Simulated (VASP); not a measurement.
Set up this calculation in VASP 6.6.1, as the native input.

| Quantity | Value |
| --- | --- |
| Task | single point |
| Functional | PBE |
| Potentials or basis | VASP PAW PBE potentials, release 64 (Ti_sv, O) |
| Cutoff | 520 eV |
| k mesh | 8 × 8 × 8 |
| Occupations | fermi-dirac, width 0.05 eV |
| Spin | no spin polarisation |
| Dipole correction | no |
| Further INCAR settings | ALGO = Normal; EDIFF = 1e-06; NBANDS = 33 |

The structure of TiO2 lies in POSCAR:

```
TiO2
1.0
   -1.8921000000      1.8921000000      4.6621540000
    1.8921000000     -1.8921000000      4.6621540000
    1.8921000000      1.8921000000     -4.6621540000
Ti O
2 4
Direct
    0.7500000000      0.2500000000      0.5000000000
    0.0000000000      0.0000000000      0.0000000000
    0.7885391879      0.7885391879      0.0000000000
    0.5385391879      0.0385391879      0.5000000000
    0.9614608121      0.4614608121      0.5000000000
    0.2114608121      0.2114608121      0.0000000000
```

The input as run:

INCAR

```
SYSTEM = TiO2
PREC = Accurate ; ENCUT = 520
EDIFF = 1E-6 ; ISMEAR = -1
SIGMA = 0.05 ; LREAL = .False.
LASPH = .True. ; NELM = 80
ALGO = Normal ; ISIF = 2
LWAVE = .False. ; LCHARG = .False.
GGA = PE ; NBANDS = 33
```

KPOINTS

```
Automatic mesh
0
Gamma
  8 8 8
  0 0 0
```

Potentials or basis: VASP PAW PBE potentials, release 64 (Ti_sv, O).

Run with:

```bash
$ cat potpaw_PBE.64/Ti_sv/POTCAR potpaw_PBE.64/O/POTCAR > POTCAR
$ mpirun -np 1 vasp_std > vasp.out
```

Results of the run:

| Quantity | Value |
| --- | --- |
| Pressure | 9.0 GPa |
| Largest force | 0.024 eV/Å |
| Band gap on the k mesh | 2.05 eV (least direct gap 2.44 eV) |

Caveat: the cell stands under pressure.

Wall time 2.2 min on 1 thread of AMD EPYC 9R45 96-Core Processor (Zen 5) (shared host), peak memory 0.26 GiB.
